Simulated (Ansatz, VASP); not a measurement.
## Two plane-wave programs on Hf

POSCAR

```
Hf
1.0
    3.1987335297      0.0000000000      0.0000000000
   -1.5993667648      2.7701844966      0.0000000000
    0.0000000000      0.0000000000      5.0505021987
Hf
2
Direct
    0.3333333333      0.6666666667      0.2500000000
    0.6666666667      0.3333333333      0.7500000000
```

File INCAR.step1:

```
  PREC = Accurate
  ENCUT = 520
  ISMEAR = 0
  SIGMA = 1.0
  LREAL = False
  LASPH = True
  NELM = 80
  NBANDS = 17
  GGA = PE
  ALGO = Normal
  EDIFF = 1E-4
  LWAVE = True
  LCHARG = False
```

Contents of INCAR.step2:

```
  PREC = Accurate
  ENCUT = 520
  EDIFF = 1E-7
  ISMEAR = 0
  SIGMA = 1.0
  LREAL = False
  LASPH = True
  NELM = 80
  ALGO = Normal
  ISIF = 2
  LWAVE = False
  LCHARG = True
  METAGGA = R2SCAN
  LMIXTAU = True
  LELF = True
  LVHAR = True
  NBANDS = 17
  ISTART = 1
```

File KPOINTS:

```
Automatic mesh
0
Gamma
  11 11 6
```

Input for Ansatz:

```yaml
crystal:
  lattice:
    - [3.1987335297, 0.0, 0.0]
    - [-1.5993667648, 2.7701844966, 0.0]
    - [0.0, 0.0, 5.0505021987]
  atoms:
    - { symbol: Hf, position: [0.3333333333, 0.6666666667, 0.25] }
    - { symbol: Hf, position: [0.6666666667, 0.3333333333, 0.75] }
hamiltonian:
  xc: r2scan
  pseudopotentials:
    kind: paw
    azcp:
      Hf: "pseudopotentials/Hf.paw.azcp"
basis:
  ecutwfc: 500
  fft_grid_basis: typed
kpoints:
  mp_grid: { grid: [11, 11, 6], shift: [0, 0, 0] }
magnetization:
  spin_polarized: false
scf:
  occupations: { method: gaussian, width: 1.0 }
  lower_state_search: "off"
output:
  stress: true
```

Alike in both runs: task single point; functional r2SCAN; k mesh 11 × 11 × 6; occupations gaussian, width 1 eV; no spin polarisation.

```csv
,VASP,Ansatz
version,VASP 6.6.1,Ansatz 0.2.0
potentials or method,"VASP PAW PBE potentials, release 64 (Hf_pv), cutoff 520 eV","plane waves (500 eV) with PAW, scalar-relativistic"
valence electrons in the cell,20,52
```

|  | VASP | Ansatz | Ansatz less VASP |
| --- | --- | --- | --- |
| pressure (GPa) | 1.1 | 1.6 | +0.55 |
| traceless stress, the component that is largest in VASP (GPa) | 1.53 | 1.61 | +0.074 |

VASP's potentials were made for PBE, not for r2SCAN. With one functional, cell and mesh, what is left measures potentials, basis and numerics. VASP's potentials hold 20 valence electrons a cell and Ansatz's 52, so a difference there can come from the potentials and not from the codes.

Spin-orbit coupling is off throughout.
